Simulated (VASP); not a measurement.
# SnO in VASP: settings compared

SnO is run at these levels: PBE, revPBE; tasks: single point.

Everything below comes from runs of VASP 6.6.1. Logs are shortened: lines on timing, memory, paths and dates and some standing lists are left out, and cuts for length are marked.

## (1) The cell of the first run

It takes space group P4/nmm (No. 129, tetragonal). Conventional cell: a = 3.814 Å, b = 3.814 Å, c = 4.887 Å, α = 90.00°, β = 90.00°, γ = 90.00°. Sn (site symmetry 4mm) has 4 O at 2.23 Å within 2.9 Å. Within 2.9 Å of O (site symmetry -4m2) lie 4 Sn at 2.23 Å and 4 O at 2.70 Å.

## (2) Single point, PBE

The input, INCAR:

```
PREC = Accurate
ENCUT = 910
EDIFF = 1E-6
ISMEAR = 0
SIGMA = 0.028000000000000004
LREAL = F
LASPH = T
NELM = 120
ALGO = Normal
ISIF = 2
LWAVE = F
LCHARG = T
GGA = PE
LELF = T
LVHAR = T
NBANDS = 28
GGA_COMPAT = F
```

The input, KPOINTS:

```
Automatic mesh
0
Gamma
  7 7 6
```

The input, POSCAR:

```
SnO
1.0
    3.8136952200      0.0000000000      0.0000000000
    0.0000000000      3.8136952200      0.0000000000
    0.0000000000      0.0000000000      4.8869133000
Sn O
2 2
Direct
    0.5000000000      0.0000000000      0.7646261400
    0.0000000000      0.5000000000      0.2353738600
    0.0000000000      0.0000000000      0.0000000000
    0.5000000000      0.5000000000      0.0000000000
```

Potentials or basis: VASP PAW PBE potentials, release 64 (Sn_d, O_h).

On the command line:

```console
cat potpaw_PBE.64/Sn_d/POTCAR potpaw_PBE.64/O_h/POTCAR > POTCAR
mpirun -np 1 vasp_std > vasp.out
```

OUTCAR:

```text
PREC = Accurate
   ENCUT = 910
   EDIFF = 1E-6
   ISMEAR = 0
   LREAL = F
   LASPH = T
   NELM = 120
   ISIF = 2
   GGA = PE

 ion  position               nearest neighbor table
   1  0.500  0.000  0.765-   3 2.23   4 2.23   4 2.23   3 2.23   2 3.54   2 3.54   2 3.54   2 3.54
                             2 3.74   2 3.74   2 3.74   2 3.74
   2  0.000  0.500  0.235-   3 2.23   4 2.23   3 2.23   4 2.23   1 3.54   1 3.54   1 3.54   1 3.54
                             1 3.74   1 3.74   1 3.74   1 3.74
   3  0.000  0.000  0.000-   1 2.23   2 2.23   2 2.23   1 2.23
   4  0.500  0.500  0.000-   1 2.23   2 2.23   1 2.23   2 2.23

  LATTYP: Found a simple tetragonal cell.
 ALAT       =     3.8136952200
 C/A-ratio  =     1.2814116016

  Lattice vectors:

 A1 = (   3.8136952200,   0.0000000000,   0.0000000000)
 A2 = (   0.0000000000,   3.8136952200,   0.0000000000)
 A3 = (   0.0000000000,   0.0000000000,   4.8869133000)

Analysis of symmetry for initial positions (statically):
=====================================================================
 Subroutine PRICEL returns:
 Original cell was already a primitive cell.

 Routine SETGRP: Setting up the symmetry group for a
 simple tetragonal supercell.

 Subroutine GETGRP returns: Found 16 space group operations
 (whereof  8 operations were pure point group operations)
 out of a pool of 16 trial point group operations.

The static configuration has the point symmetry D_2d.
 The point group associated with its full space group is D_4h.

Analysis of symmetry for dynamics (positions and initial velocities):
=====================================================================
 Subroutine PRICEL returns:
 Original cell was already a primitive cell.

 Routine SETGRP: Setting up the symmetry group for a
 simple tetragonal supercell.

 Subroutine GETGRP returns: Found 16 space group operations
 (whereof  8 operations were pure point group operations)
 out of a pool of 16 trial point group operations.

The dynamic configuration has the point symmetry D_2d.
 The point group associated with its full space group is D_4h.

 Subroutine INISYM returns: Found 16 space group operations
 (whereof  8 operations are pure point group operations),
 and found     1 'primitive' translations

----------------------------------------------------------------------------------------

                                     Primitive cell

  volume of cell :      71.0766

  direct lattice vectors                    reciprocal lattice vectors
     3.813695220  0.000000000  0.000000000     0.262212878  0.000000000  0.000000000
     0.000000000  3.813695220  0.000000000     0.000000000  0.262212878  0.000000000
     0.000000000  0.000000000  4.886913300     0.000000000  0.000000000  0.204628144

  length of vectors
     3.813695220  3.813695220  4.886913300     0.262212878  0.262212878  0.204628144

  position of ions in fractional coordinates (direct lattice)
     0.500000000  0.000000000  0.764626140
     0.000000000  0.500000000  0.235373860
     0.000000000  0.000000000  0.000000000
     0.500000000  0.500000000  0.000000000

  ion indices of the primitive-cell ions
   primitive index   ion index
                 1           1
                 2           2
                 3           3
                 4           4

----------------------------------------------------------------------------------------

 KPOINTS: Automatic mesh

Automatic generation of k-mesh.
 Grid dimensions read from file:
 generate k-points for:    7    7    6

 Generating k-lattice:

  Cartesian coordinates                     Fractional coordinates (reciprocal lattice)
     0.037458983  0.000000000  0.000000000     0.142857143  0.000000000  0.000000000
     0.000000000  0.037458983  0.000000000     0.000000000  0.142857143  0.000000000
     0.000000000  0.000000000  0.034104691     0.000000000  0.000000000  0.166666667

  Length of vectors
     0.037458983  0.037458983  0.034104691

  Shift w.r.t. Gamma in fractional coordinates (k-lattice)
     0.000000000  0.000000000  0.000000000

 Subroutine IBZKPT returns following result:
 ===========================================

 Found     40 irreducible k-points:

 Following reciprocal coordinates:
            Coordinates               Weight
  0.000000  0.000000  0.000000      1.000000
  0.142857  0.000000  0.000000      4.000000
  0.285714  0.000000  0.000000      4.000000
  0.428571  0.000000  0.000000      4.000000
  0.142857  0.142857  0.000000      4.000000
  0.285714  0.142857  0.000000      8.000000
[... 16 lines left out ...]
  0.285714  0.000000  0.333333      8.000000
  0.428571  0.000000  0.333333      8.000000
 [... further k-points ...]
   k-points           NKPTS =     40   k-points in BZ     NKDIM =     40   number of bands    NBANDS=     28
   number of dos      NEDOS =    301   number of ions     NIONS =      4
   total plane-waves  NPLWV =  76800
   dimension x,y,z NGX =    40 NGY =   40 NGZ =   48
   dimension x,y,z NGXF=    80 NGYF=   80 NGZF=   96
   ions per type =               2   2
   NGX,Y,Z   is equivalent  to a cutoff of  17.44, 17.44, 16.33 a.u.
   NGXF,Y,Z  is equivalent  to a cutoff of  34.87, 34.87, 32.66 a.u.
 SYSTEM =  unknown system
   PREC   = accura    normal or accurate (medium, high low for compatibility)
   ISTART =      0    job   : 0-new  1-cont  2-samecut
   ICHARG =      2    charge: 1-file 2-atom 10-const
   ISPIN  =      1    spin polarized calculation?
   LNONCOLLINEAR =      F non collinear calculations
   LSORBIT =      F    spin-orbit coupling
   LASPH  =      T    aspherical Exc in radial PAW
   ENCUT  =  910.0 eV  66.88 Ry    8.18 a.u.   9.38  9.38 12.02*2*pi/ulx,y,z
   NELM   =    120;   NELMIN=  2; NELMDL= -5     # of ELM steps
   EDIFF  = 0.1E-05   stopping-criterion for ELM
   LREAL  =      F    real-space projection
   EDIFFG = 0.1E-04   stopping-criterion for IOM
   NSW    =      0    number of steps for IOM
   IBRION =     -1    ionic relax: 0-MD 1-quasi-New 2-CG
   NFREE  =      0    steps in history (QN), initial steepest desc. (CG)
   ISIF   =      2    stress and relaxation
   ISYM   =      2    0-nonsym 1-usesym 2-fastsym
   POTIM  = 0.5000    time-step for ionic-motion
   TEBEG  =    0.0;   TEEND  =   0.0 temperature during run
   PSTRESS=    0.0 pullay stress
   NELECT =      40.0000    total number of electrons
   NUPDOWN=      -1.0000    fix difference up-down
   EMIN   =  10.00;   EMAX   =-10.00  energy-range for DOS
   EFERMI =   0.00;   METHOD = LEGACY
   ISMEAR =     0;   SIGMA  =   0.03  broadening in eV -4-tet -1-fermi 0-gaus
   EFERMI_NEDOS =   21; number of points for ismear=-14 and -15
   IALGO  =     38    algorithm
   IMIX   =      4    mixing-type and parameters
     AMIX     =   0.40;   BMIX     =  1.00
     AMIX_MAG =   1.60;   BMIX_MAG =  1.00
  volume/ion in A,a.u.               =      17.77       119.91
  Fermi-wavevector in a.u.,A,eV,Ry     =   1.351614  2.554180 24.855939  1.826860
  Thomas-Fermi vector in A             =   2.479021
   LORBIT       =      0    0 simple, 1 ext, 2 COOP (PROOUT), +10 PAW based schemes
   GGA     = PE    functional components
   LHFCALC =     F    Hartree Fock is set to
   AEXX    =    0.0000 exact exchange contribution
   IVDW    =     0    specifies the selected vdW correction
   LEPSILON=     F    determine dielectric tensor
   LRPA    =     F    only Hartree local field effects (RPA)
 non-spin polarized calculation
 Gauss-broadening in eV      SIGMA  =   0.03
  energy-cutoff  :      910.00
  volume of cell :       71.08
 maximum number of plane-waves:      4454
 NGX is ok and might be reduce to    40
   NGX = 19   NGY = 19   NGZ = 25

 number of electron      39.9999995 magnetization

 Free energy of the ion-electron system (eV)
  ---------------------------------------------------
  ext. energy  EPLUGINS =         0.00000000
  ---------------------------------------------------
  free energy    TOTEN  =       -22.69972465 eV

  energy without entropy =      -22.69972465  energy(sigma->0) =      -22.69972465

 E-fermi :   7.3488     XC(G=0): -10.1744

 val. band max:        7.2235141183   @ k =   0.0000   0.0000   0.0000
 cond. band min:       7.6086201505   @ k =   0.4286   0.4286   0.0000
 fundamental gap:      0.3851060322
 Fermi energy:         7.3487540770

 k-point     1 :       0.0000    0.0000    0.0000
  band No.  band energies     occupation
      1     -14.7789      2.00000
      2     -14.3438      2.00000
      3     -14.3436      2.00000
      4     -14.3436      2.00000
      5     -14.3013      2.00000
      6     -14.2913      2.00000
[... 20 lines left out ...]
     27      14.0099      0.00000
     28      14.4409      0.00000

 k-point     2 :       0.1429    0.0000    0.0000
  band No.  band energies     occupation
      1     -14.7679      2.00000
      2     -14.3495      2.00000
      3     -14.3396      2.00000
      4     -14.3392      2.00000
      5     -14.3049      2.00000
      6     -14.3033      2.00000
[... 20 lines left out ...]
     27      14.2532      0.00000
     28      15.9052      0.00000

 k-point     3 :       0.2857    0.0000    0.0000
  band No.  band energies     occupation
      1     -14.7372      2.00000
      2     -14.4736      2.00000
      3     -14.3283      2.00000
      4     -14.3280      2.00000
      5     -14.3077      2.00000
      6     -14.3073      2.00000
[... 20 lines left out ...]
     27      14.6248      0.00000
     28      18.1104      0.00000

 k-point     4 :       0.4286    0.0000    0.0000
  band No.  band energies     occupation
      1     -14.6848      2.00000
      2     -14.5990      2.00000
      3     -14.3176      2.00000
      4     -14.3130      2.00000
      5     -14.3119      2.00000
      6     -14.3033      2.00000
[... 578 lines left out ...]
     27      14.9656      0.00000
     28      16.0899      0.00000

 k-point    23 :       0.2857    0.0000    0.3333
  band No.  band energies     occupation
      1     -14.7352      2.00000
      2     -14.4937      2.00000
      3     -14.3370      2.00000
      4     -14.3138      2.00000
      5     -14.3130      2.00000
      6     -14.3113      2.00000
[... 20 lines left out ...]
     27      15.4514      0.00000
     28      17.5713      0.00000

 k-point    24 :       0.4286    0.0000    0.3333
  band No.  band energies     occupation
      1     -14.6913      2.00000
      2     -14.6135      2.00000
      3     -14.3389      2.00000
      4     -14.3307      2.00000
      5     -14.3053      2.00000
      6     -14.3019      2.00000
[... 20 lines left out ...]
     27      16.0239      0.00000
     28      16.8793      0.00000

 [... further k-points ...]

------------------------ aborting loop because EDIFF is reached ----------------------------------------

  FORCE on cell =-STRESS in cart. coord.  units (eV):
  Direction    XX          YY          ZZ          XY          YZ          ZX
  --------------------------------------------------------------------------------------
  -------------------------------------------------------------------------------------
  Total        1.7742638      1.7742638      1.3640161      0.0000000      0.0000000      0.0000000
  in kB       39.9946750     39.9946750     30.7470527      0.0000000      0.0000000      0.0000000
  external PRESSURE =      36.9121342 kB  Pullay stress =       0.0000000 kB

 VOLUME and BASIS-vectors are now :
 -----------------------------------------------------------------------------
  energy-cutoff  :      910.00
  volume of cell :       71.08
      direct lattice vectors                 reciprocal lattice vectors
     3.813695220  0.000000000  0.000000000     0.262212878  0.000000000  0.000000000
     0.000000000  3.813695220  0.000000000     0.000000000  0.262212878  0.000000000
     0.000000000  0.000000000  4.886913300     0.000000000  0.000000000  0.204628144

 POSITION                                       TOTAL-FORCE (eV/Angst)
 -----------------------------------------------------------------------------------
      1.90685      0.00000      3.73666         0.000000      0.000000     -0.447262
      0.00000      1.90685      1.15025         0.000000      0.000000      0.447262
      0.00000      0.00000      0.00000         0.000000      0.000000     -0.000000
      1.90685      1.90685      0.00000        -0.000000     -0.000000     -0.000000
 -----------------------------------------------------------------------------------
    total drift:                               -0.000000      0.000000     -0.000000

  FREE ENERGIE OF THE ION-ELECTRON SYSTEM (eV)
  ---------------------------------------------------
  free  energy   TOTEN  =       -22.6997246538 eV

  energy  without entropy=      -22.6997246538  energy(sigma->0) =      -22.69972465
```

It took 96 s on 1 thread of AMD EPYC 9R45 (Zen 5), shared host; peak memory 0.32 GiB.

Results:

```yaml
Free_energy: -22.6997 eV
Pressure: 3.7 GPa
Largest_force: 0.447 eV/Å
Band_gap_on_the_k_mesh: 0.39 eV (least direct gap 2.05 eV)
```

Forces in eV/Å, atoms in the order of the input:
```
Sn   0.000  0.000 -0.447
Sn   0.000  0.000  0.447
O    0.000  0.000  0.000
O    0.000  0.000  0.000
```

Levels at points of the mesh, in eV from the valence-band top:
```
           k point  band 18  band 19  band 20  band 21  band 22  band 23
(0.00, 0.00, 0.00)    -3.18    -3.18     0.00     2.05     4.27     4.74
(0.00, 0.00, 0.50)    -3.19    -3.19    -2.21     1.69     3.04     3.04
```

Caveat: the cutoff is under 1.25 times the usual one of these potentials, so pressure, stress and relaxed cells hold a basis-set (Pulay) error; the cell stands under pressure; spin-orbit coupling is left out, which moves the levels of the heavy elements; an odd mesh through Γ misses points on the zone boundary, where band edges can lie.

## (3) Single point, PBE (atoms moved at random)

The input, INCAR:

```
SYSTEM = SnO
PREC = Accurate
ENCUT = 450
EDIFF = 1E-7
ISMEAR = 0
SIGMA = 0.02
LREAL = .False.
LASPH = .True.
ALGO = Normal
NELM = 100
ISIF = 2
LWAVE = .False.
LCHARG = .False.
```

The input, KPOINTS:

```
k-points
0
Gamma
  6 6 5
```

The input, POSCAR:

```
SnO
1.0
    3.8136952200      0.0000000000      0.0000000000
    0.0000000000      3.8136952200      0.0000000000
    0.0000000000      0.0000000000      4.8869133000
Sn O
2 2
Direct
    0.5036350000      0.0021080000      0.7638370000
   -0.0000600000      0.5002560000      0.2371670000
   -0.0020170000      0.0006970000      0.0069670000
    0.5017040000      0.5023450000     -0.0016740000
```

Potentials or basis: VASP PAW PBE potentials, release 64 (Sn_d, O).

On the command line:

```console
cat potpaw_PBE.64/Sn_d/POTCAR potpaw_PBE.64/O/POTCAR > POTCAR
mpirun -np 1 vasp_std > vasp.out
```

Wall time 50 s (1 thread of Intel Xeon 6975P-C (Granite Rapids), shared host); peak memory 0.24 GiB.

It converged, with:

```yaml
Free_energy: -22.6937 eV
Largest_force: 0.413 eV/Å
Band_gap_on_the_k_mesh: 0.11 eV (least direct gap 1.98 eV)
```

Forces in eV/Å, atoms in the order of the input:
```
Sn  -0.074 -0.009 -0.263
Sn   0.028  0.021  0.412
O    0.119  0.027 -0.220
O   -0.073 -0.038  0.071
```

Levels at points of the mesh, in eV from the valence-band top:
```tsv
k point	band 16	band 17	band 18	band 19	band 20	band 21	band 22	band 23	band 24
(0.00, 0.00, 0.00)	-6.19	-3.46	-3.20	-3.10	0.00	2.06	4.30	4.67	4.72
(0.50, 0.00, 0.00)	-5.00	-4.89	-4.80	-2.70	-2.64	2.99	3.07	5.92	5.96
(0.00, 0.50, 0.00)	-4.94	-4.79	-4.74	-2.71	-2.68	3.21	3.25	5.76	5.85
(0.50, 0.50, 0.00)	-5.11	-2.50	-2.48	-1.92	-1.86	0.11	0.12	4.42	4.47
```

Caveat: the cell differs from its parent crystal (atoms moved at random); the cutoff is under 1.25 times the usual one of these potentials, so pressure, stress and relaxed cells hold a basis-set (Pulay) error; spin-orbit coupling is left out, which moves the levels of the heavy elements; an odd mesh through Γ misses points on the zone boundary, where band edges can lie.

## (4) Single point, PBE

The input, INCAR:

```
SYSTEM = SnO
ALGO = Normal
EDIFF = 1E-6
ENCUT = 910
GGA = PE
GGA_COMPAT = .False.
ISIF = 2
ISMEAR = 0
LASPH = .True.
LCHARG = .False.
LREAL = .False.
LWAVE = .False.
NBANDS = 28
NELM = 120
PREC = Accurate
SIGMA = 0.019000000000000003
```

The input, KPOINTS:

```
k-points
0
Gamma
  7 7 6
  0 0 0
```

The input, POSCAR:

```
SnO
1.0
    3.8136952200      0.0000000000      0.0000000000
    0.0000000000      3.8136952200      0.0000000000
    0.0000000000      0.0000000000      4.8869133000
Sn O
2 2
Direct
    0.5000000000      0.0000000000      0.7646261400
    0.0000000000      0.5000000000      0.2353738600
    0.0000000000      0.0000000000      0.0000000000
    0.5000000000      0.5000000000      0.0000000000
```

Potentials or basis: VASP PAW PBE potentials, release 64 (Sn_d, O_h).

On the command line:

```console
cat potpaw_PBE.64/Sn_d/POTCAR potpaw_PBE.64/O_h/POTCAR > POTCAR
mpirun -np 1 vasp_std > vasp.out
```

Run time: 3.5 min. Hardware: 1 thread of AMD EPYC 7R43 (Zen 3), shared host; peak memory 0.31 GiB.

The run converged. Its results:

```yaml
Free_energy: -22.6997 eV
Pressure: 3.7 GPa
Largest_force: 0.447 eV/Å
Band_gap_on_the_k_mesh: 0.39 eV (least direct gap 2.05 eV)
```

Forces on the atoms (eV/Å):
```
Sn   0.000  0.000 -0.447
Sn   0.000  0.000  0.447
O    0.000  0.000  0.000
O    0.000  0.000  0.000
```

Stress tensor (GPa, compression positive):
```
4.00 0.00 0.00
0.00 4.00 0.00
0.00 0.00 3.07
```

Levels at points of the mesh, in eV from the valence-band top:
| k point | band 16 | band 17 | band 18 | band 19 | band 20 | band 21 | band 22 | band 23 | band 24 | band 25 |
| --- | --- | --- | --- | --- | --- | --- | --- | --- | --- | --- |
| (0.00, 0.00, 0.00) | -6.25 | -3.47 | -3.18 | -3.18 | 0.00 | 2.05 | 4.27 | 4.74 | 4.74 | 5.67 |
| (0.00, 0.00, 0.50) | -3.53 | -3.20 | -3.19 | -3.19 | -2.21 | 1.69 | 3.04 | 3.04 | 3.70 | 7.84 |

Caveat: the cutoff is under 1.25 times the usual one of these potentials, so pressure, stress and relaxed cells hold a basis-set (Pulay) error; the cell stands under pressure; spin-orbit coupling is left out, which moves the levels of the heavy elements; an odd mesh through Γ misses points on the zone boundary, where band edges can lie.

[end of part 1 of 2]
